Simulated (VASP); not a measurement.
# InSb (F-43m) in VASP: settings compared

The runs below take InSb through single point, with r2SCAN, PBE.

All numbers are computed with VASP 6.6.1; they aren't measurements. Logs are shortened: lines on timing, memory, paths and dates and some standing lists are left out, and cuts for length are marked.

## (1) The cell of the first run

Symmetry: F-43m, No. 216, cubic system. The conventional cell has a = 6.625 Å, b = 6.625 Å, c = 6.625 Å, α = 90.00°, β = 90.00°, γ = 90.00°. In (site symmetry -43m) has 4 Sb at 2.87 Å within 3.8 Å. Sb (site symmetry -43m) has 4 In at 2.87 Å within 3.8 Å.

## (2) Single point, r2SCAN, non-collinear spin, zero start, spin-orbit coupling (strain +1.0%)

POSCAR reads:

```
InSb
1.0
    0.0000000000      3.3123081477      3.3123081477
    3.3123081477      0.0000000000      3.3123081477
    3.3123081477      3.3123081477      0.0000000000
In Sb
1 1
Direct
    0.0000000000      0.0000000000      0.0000000000
    0.2500000000      0.2500000000      0.2500000000
```

INCAR.step1 reads:

```
ALGO = Normal ; EDIFF = 1E-4
ENCUT = 520 ; GGA = PE
GGA_COMPAT = False ; ISMEAR = -1
LASPH = True ; LCHARG = False
LREAL = False ; LSORBIT = True
LWAVE = True ; MAGMOM = 0 0 0 0 0 0
NBANDS = 30 ; NELM = 150
PREC = Accurate ; SIGMA = 0.02
```

INCAR.step2 reads:

```
ALGO = Normal ; EDIFF = 1E-6
ENCUT = 520 ; GGA_COMPAT = False
ISIF = 2 ; ISMEAR = -1
ISTART = 1 ; LASPH = True
LCHARG = True ; LMIXTAU = True
LORBIT = 11 ; LORBMOM = True
LREAL = False ; LSORBIT = True
LVHAR = True ; LWAVE = False
MAGMOM = 0 0 0 0 0 0 ; METAGGA = R2SCAN
NBANDS = 30 ; NELM = 150
PREC = Accurate ; SIGMA = 0.02
```

KPOINTS reads:

```
k-points
0
Gamma
  6 6 6
```

Potentials or basis: VASP PAW PBE potentials, release 64 (In_d, Sb).

Launch:

```
> cat potpaw_PBE.64/In_d/POTCAR potpaw_PBE.64/Sb/POTCAR > POTCAR
> cp INCAR.step1 INCAR
> mpirun -np 1 vasp_ncl > vasp.out
> cp INCAR.step2 INCAR
> mpirun -np 1 vasp_ncl > vasp.out
```

OUTCAR:

```text
EDIFF = 1E-6
   ENCUT = 520
   ISIF = 2
   ISMEAR = -1
   ISTART = 1
   LASPH = True
   LORBIT = 11
   LREAL = False
   LSORBIT = True
   METAGGA = R2SCAN
   NELM = 150
   PREC = Accurate

 ion  position               nearest neighbor table
   1  0.000  0.000  0.000-   2 2.87   2 2.87   2 2.87   2 2.87
   2  0.250  0.250  0.250-   1 2.87   1 2.87   1 2.87   1 2.87

  LATTYP: Found a face centered cubic cell.
 ALAT       =     6.6246162954

  Lattice vectors:

 A1 = (   0.0000000000,   3.3123081477,   3.3123081477)
 A2 = (   3.3123081477,   0.0000000000,   3.3123081477)
 A3 = (   3.3123081477,   3.3123081477,   0.0000000000)

Analysis of symmetry for initial positions (statically):
=====================================================================
 Subroutine PRICEL returns:
 Original cell was already a primitive cell.

 Routine SETGRP: Setting up the symmetry group for a
 face centered cubic supercell.

 Subroutine GETGRP returns: Found 24 space group operations
 (whereof 24 operations were pure point group operations)
 out of a pool of 48 trial point group operations.

The static configuration has the point symmetry T_d .

Analysis of symmetry for dynamics (positions and initial velocities):
=====================================================================
 Subroutine PRICEL returns:
 Original cell was already a primitive cell.

 Routine SETGRP: Setting up the symmetry group for a
 face centered cubic supercell.

 Subroutine GETGRP returns: Found 24 space group operations
 (whereof 24 operations were pure point group operations)
 out of a pool of 48 trial point group operations.

The dynamic configuration has the point symmetry T_d .

Analysis of structural, dynamic, and magnetic symmetry:
=====================================================================
 Subroutine PRICEL returns:
 Original cell was already a primitive cell.

 Routine SETGRP: Setting up the symmetry group for a
 face centered cubic supercell.

 Subroutine GETGRP returns: Found 24 space group operations
 (whereof 24 operations were pure point group operations)
 out of a pool of 48 trial point group operations.

The overall configuration has the point symmetry T_d .

 Subroutine INISYM returns: Found 24 space group operations
 (whereof 24 operations are pure point group operations),
 and found     1 'primitive' translations

----------------------------------------------------------------------------------------

                                     Primitive cell

  volume of cell :      72.6812

  direct lattice vectors                    reciprocal lattice vectors
     0.000000000  3.312308148  3.312308148    -0.150952139  0.150952139  0.150952139
     3.312308148  0.000000000  3.312308148     0.150952139 -0.150952139  0.150952139
     3.312308148  3.312308148  0.000000000     0.150952139  0.150952139 -0.150952139

  length of vectors
     4.684311105  4.684311105  4.684311105     0.261456774  0.261456774  0.261456774

  position of ions in fractional coordinates (direct lattice)
     0.000000000  0.000000000  0.000000000
     0.250000000  0.250000000  0.250000000

  ion indices of the primitive-cell ions
   primitive index   ion index
                 1           1
                 2           2

----------------------------------------------------------------------------------------

 KPOINTS: k-points

Automatic generation of k-mesh.
 Grid dimensions read from file:
 generate k-points for:    6    6    6

 Generating k-lattice:

  Cartesian coordinates                     Fractional coordinates (reciprocal lattice)
    -0.025158690  0.025158690  0.025158690     0.166666667  0.000000000  0.000000000
     0.025158690 -0.025158690  0.025158690     0.000000000  0.166666667  0.000000000
[... 94 lines left out ...]

 number of electron      18.0000008 magnetization      -0.0000000     -0.0000000      0.0000000

 number of electron      18.0000008 magnetization      -0.0000000     -0.0000000     -0.0000000

 Free energy of the ion-electron system (eV)
  ---------------------------------------------------
  ext. energy  EPLUGINS =         0.00000000
  ---------------------------------------------------
  free energy    TOTEN  =       -48.83740937 eV

  energy without entropy =      -48.83715265  energy(sigma->0) =      -48.83728101

 E-fermi :   4.4677     XC(G=0):  -8.9421

 val. band max:        4.4676706801   @ k =   0.0000   0.0000   0.0000
 cond. band min:       4.4676709818   @ k =   0.0000   0.0000   0.0000
 fundamental gap:      0.0000003016
 Fermi energy:         4.4676708713

 k-point     1 :       0.0000    0.0000    0.0000
  band No.  band energies     occupation
      1     -11.2104      1.00000
      2     -11.2104      1.00000
      3     -11.2104      1.00000
      4     -11.2104      1.00000
      5     -10.3917      1.00000
      6     -10.3917      1.00000
[... 715 lines left out ...]
     29      14.1070      0.00000
     30      14.3063      0.00000

------------------------ aborting loop because EDIFF is reached ----------------------------------------

  FORCE on cell =-STRESS in cart. coord.  units (eV):
  Direction    XX          YY          ZZ          XY          YZ          ZX
  --------------------------------------------------------------------------------------
  -------------------------------------------------------------------------------------
  Total       -0.5361022     -0.5361022     -0.5361022      0.0000000      0.0000000      0.0000000
  in kB      -11.8177822    -11.8177822    -11.8177822      0.0000000      0.0000000      0.0000000
  external PRESSURE =     -11.8177822 kB  Pullay stress =       0.0000000 kB

 VOLUME and BASIS-vectors are now :
 -----------------------------------------------------------------------------
  energy-cutoff  :      520.00
  volume of cell :       72.68
      direct lattice vectors                 reciprocal lattice vectors
     0.000000000  3.312308148  3.312308148    -0.150952139  0.150952139  0.150952139
     3.312308148  0.000000000  3.312308148     0.150952139 -0.150952139  0.150952139
     3.312308148  3.312308148  0.000000000     0.150952139  0.150952139 -0.150952139

 POSITION                                       TOTAL-FORCE (eV/Angst)
 -----------------------------------------------------------------------------------
      0.00000      0.00000      0.00000        -0.000000     -0.000000     -0.000000
      1.65615      1.65615      1.65615         0.000000      0.000000      0.000000
 -----------------------------------------------------------------------------------
    total drift:                               -0.000000     -0.000000     -0.000000

  FREE ENERGIE OF THE ION-ELECTRON SYSTEM (eV)
  ---------------------------------------------------
  free  energy   TOTEN  =       -48.8374093705 eV

  energy  without entropy=      -48.8371526461  energy(sigma->0) =      -48.83728101

 orbital moment (x)

 # of ion     p       d       tot
 ----------------------------------------
  1         0.000  -0.000   0.000
  2        -0.000   0.000  -0.000
 ----------------------------------------
            0.000  -0.000   0.000

 orbital moment (y)

 # of ion     p       d       tot
 ----------------------------------------
  1         0.000  -0.000   0.000
  2         0.000   0.000   0.000
 ----------------------------------------
            0.000  -0.000   0.000

 orbital moment (z)

 # of ion     p       d       tot
 ----------------------------------------
  1         0.000  -0.000  -0.000
  2         0.000   0.000   0.000
 ----------------------------------------
            0.000  -0.000  -0.000

 Spin-Orbit-Coupling matrix elements

 Ion:    1  E_soc:     -0.0698104
 l=   1
     0.0000000    -0.0054551    -0.0054551
    -0.0054551     0.0000000    -0.0054551
    -0.0054551    -0.0054551     0.0000000
 l=   2
     0.0000000    -0.0012235     0.0000000    -0.0012235    -0.0049565
    -0.0012235     0.0000000    -0.0037173    -0.0012235    -0.0012391
     0.0000000    -0.0037173     0.0000000    -0.0037173     0.0000000
    -0.0012235    -0.0012235    -0.0037173     0.0000000    -0.0012391
    -0.0049565    -0.0012391     0.0000000    -0.0012391     0.0000000
 l=   3
     0.0000000     0.0000000     0.0000000     0.0000000     0.0000000     0.0000000     0.0000000
     0.0000000     0.0000000     0.0000000     0.0000000     0.0000000     0.0000000     0.0000000
     0.0000000     0.0000000     0.0000000     0.0000000     0.0000000     0.0000000     0.0000000
     0.0000000     0.0000000     0.0000000     0.0000000     0.0000000     0.0000000     0.0000000
     0.0000000     0.0000000     0.0000000     0.0000000     0.0000000     0.0000000     0.0000000
     0.0000000     0.0000000     0.0000000     0.0000000     0.0000000     0.0000000     0.0000000
     0.0000000     0.0000000     0.0000000     0.0000000     0.0000000     0.0000000     0.0000000

 Ion:    2  E_soc:     -0.1238660
 l=   1
     0.0000000    -0.0205639    -0.0205639
    -0.0205639     0.0000000    -0.0205639
    -0.0205639    -0.0205639     0.0000000
 l=   2
     0.0000000    -0.0000328     0.0000000    -0.0000328    -0.0000476
    -0.0000328     0.0000000    -0.0000357    -0.0000328    -0.0000119
     0.0000000    -0.0000357     0.0000000    -0.0000357     0.0000000
    -0.0000328    -0.0000328    -0.0000357     0.0000000    -0.0000119
    -0.0000476    -0.0000119     0.0000000    -0.0000119     0.0000000
 l=   3
     0.0000000     0.0000000     0.0000000     0.0000000     0.0000000     0.0000000     0.0000000
     0.0000000     0.0000000     0.0000000     0.0000000     0.0000000     0.0000000     0.0000000
     0.0000000     0.0000000     0.0000000     0.0000000     0.0000000     0.0000000     0.0000000
     0.0000000     0.0000000     0.0000000     0.0000000     0.0000000     0.0000000     0.0000000
     0.0000000     0.0000000     0.0000000     0.0000000     0.0000000     0.0000000     0.0000000
     0.0000000     0.0000000     0.0000000     0.0000000     0.0000000     0.0000000     0.0000000
     0.0000000     0.0000000     0.0000000     0.0000000     0.0000000     0.0000000     0.0000000

 total charge

# of ion       s       p       d       tot
------------------------------------------
    1        0.860   0.691   9.860  11.412
    2        1.115   1.323   0.018   2.456
--------------------------------------------------
tot          1.975   2.014   9.878  13.868

 magnetization (x)

# of ion       s       p       d       tot
------------------------------------------
    1       -0.000   0.000   0.000   0.000
    2        0.000  -0.000  -0.000  -0.000
--------------------------------------------------
tot         -0.000  -0.000  -0.000  -0.000

 magnetization (y)

# of ion       s       p       d       tot
------------------------------------------
    1        0.000  -0.000   0.000  -0.000
    2       -0.000   0.000   0.000  -0.000
--------------------------------------------------
tot         -0.000  -0.000   0.000  -0.000

 magnetization (z)

# of ion       s       p       d       tot
------------------------------------------
    1        0.000   0.000   0.000   0.000
    2       -0.000   0.000  -0.000   0.000
--------------------------------------------------
tot          0.000   0.000  -0.000   0.000
```

It took 7.9 min on 1 thread of AMD EPYC 7R13, shared host; peak memory 0.49 GiB.

Results:

```
Free energy                                           : -48.8374 eV
Pressure                                              : -1.2 GPa
Net moment                                            : 0.00 μB per cell
Valence electrons inside the program's atomic spheres : In 11.41; Sb 2.46
```

Moments on the atoms (μB; x, y, z):
```
In  0.00 0.00 0.00
Sb  0.00 0.00 0.00
```

Caveat: the cell differs from its parent crystal (strain +1.0%); the PAW data sets were made with another functional, which shifts forces and pressure a little.

## (3) Single point, PBE (strain -4.0%)

INCAR reads:

```
PREC = Accurate
ENCUT = 500
EDIFF = 1E-6
ISMEAR = -1
SIGMA = 0.02
LREAL = F
LASPH = T
NELM = 120
ALGO = Normal
ISIF = 2
LWAVE = F
LCHARG = F
GGA = PE
NBANDS = 21
GGA_COMPAT = F
```

KPOINTS reads:

```
regular mesh
0
Gamma
  6 6 6
```

POSCAR reads:

```
InSb
1.0
    0.0000000000      3.1483324968      3.1483324968
    3.1483324968      0.0000000000      3.1483324968
    3.1483324968      3.1483324968      0.0000000000
In Sb
1 1
Direct
    0.0000000000      0.0000000000      0.0000000000
    0.2500000000      0.2500000000      0.2500000000
```

Potentials or basis: VASP PAW PBE potentials, release 64 (In_d, Sb_d_GW).

Launch:

```
> cat potpaw_PBE.64/In_d/POTCAR potpaw_PBE.64/Sb_d_GW/POTCAR > POTCAR
> mpirun -np 1 vasp_std > vasp.out
```

It took 8.8 s on 1 thread of Intel Xeon 6975P-C (Granite Rapids), shared host; peak memory 0.19 GiB.

The run converged. Its results:

```
Free energy            : -6.7048 eV
Pressure               : 8.4 GPa
Band gap on the k mesh : 0.31 eV
```

Levels at points of the mesh, in eV from the valence-band top:
```
           k point  band 12  band 13  band 14  band 15  band 16  band 17
(0.00, 0.00, 0.00)     0.00     0.00     0.00     0.31     2.95     2.95
(0.50, 0.00, 0.00)    -6.05    -1.14    -1.14     0.70     3.83     3.83
(0.50, 0.50, 0.00)    -6.30    -2.56    -2.56     1.19     1.27     8.70
```

Caveat: the cell differs from its parent crystal (strain -4.0%); the cell stands under pressure; semilocal functionals underestimate gaps, and a narrow one can read as zero; spin-orbit coupling is left out, which moves the levels of the heavy elements. A k mesh can miss the band edges.
